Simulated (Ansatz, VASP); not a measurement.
## Two plane-wave programs on W

Contents of INCAR:

```
PREC     = Accurate       # precision mode
ENCUT    = 600            # plane-wave cutoff, eV
EDIFF    = 1E-6           # SCF threshold, eV
ISMEAR   = 0              # smearing method
SIGMA    = 0.1            # smearing width, eV
LREAL    = F              # projectors in reciprocal space
LASPH    = T              # aspherical terms in the spheres
NELM     = 80             # most SCF steps
ALGO     = Normal         # electronic algorithm
ISIF     = 3              # what is computed and relaxed
LWAVE    = F              # write WAVECAR
LCHARG   = F              # write CHGCAR
GGA      = PE             # functional
IBRION   = 2              # ionic algorithm
NSW      = 90             # ionic steps
EDIFFG   = -0.04          # ionic threshold
```

Contents of KPOINTS:

```
regular mesh
0
Gamma
  6 6 6
```

The input POSCAR:

```
W
1.0
    1.7307842337      0.9992687433      3.2095318524
   -1.7307842337      0.9992687433      3.2095318524
    0.0000000000     -1.9985374865      3.2095318524
W
2
Direct
    0.2275400000      0.2275400000      0.2275400000
    0.7724600000      0.7724600000      0.7724600000
```

Input for Ansatz:

```yaml
crystal:
  lattice:
    - [1.7307842337, 0.9992687433, 3.2095318524]
    - [-1.7307842337, 0.9992687433, 3.2095318524]
    - [0.0, -1.9985374865, 3.2095318524]
  atoms:
    - { symbol: W, position: [0.22754, 0.22754, 0.22754] }
    - { symbol: W, position: [0.77246, 0.77246, 0.77246] }
basis:
  ecutwfc: 420
kpoints:
  mp_grid: { grid: [6, 6, 6] }
hamiltonian:
  xc: pbe
scf:
  occupations: { method: gaussian, width: 0.1 }
  lower_state_search: "off"
output:
  forces: true
  stress: true
  eigenvalues: true
relax:
  adjacent_minimum: "off"
  f_tol: 0.04
  max_steps: 70
  cell: { stress_tol: 0.4 }
```

Alike in both runs: task relaxation of cell and atoms; functional PBE; k mesh 6 × 6 × 6; occupations gaussian, width 0.1 eV; no spin polarisation.

|  | VASP | Ansatz |
| --- | --- | --- |
| version | VASP 6.6.1 | Ansatz 0.2.0 |
| potentials or method | VASP PAW PBE potentials, release 64 (W_sv), cutoff 600 eV | scalar-relativistic, plane waves, PAW |
| valence electrons in the cell | 28 | 28 |

Ansatz gave:

| Quantity | Value |
| --- | --- |
| gap on the k mesh at the Fermi level, each at its own relaxed structure (eV) | none |
| relaxed volume (Å³/atom) | 16.54 |
| relaxed cell length with the largest relative difference (Å) | 4.567 |

Question: What did VASP give for the same quantities?

Answer: gap on the k mesh at the Fermi level, each at its own relaxed structure (eV): none; relaxed volume (Å³/atom): 16.58; relaxed cell length with the largest relative difference (Å): 4.571.

A gap of «none» marks a metal or a gap that the smearing closes.

The k mesh is coarse, so the values compare programs but aren't converged. Spin-orbit coupling is off throughout.
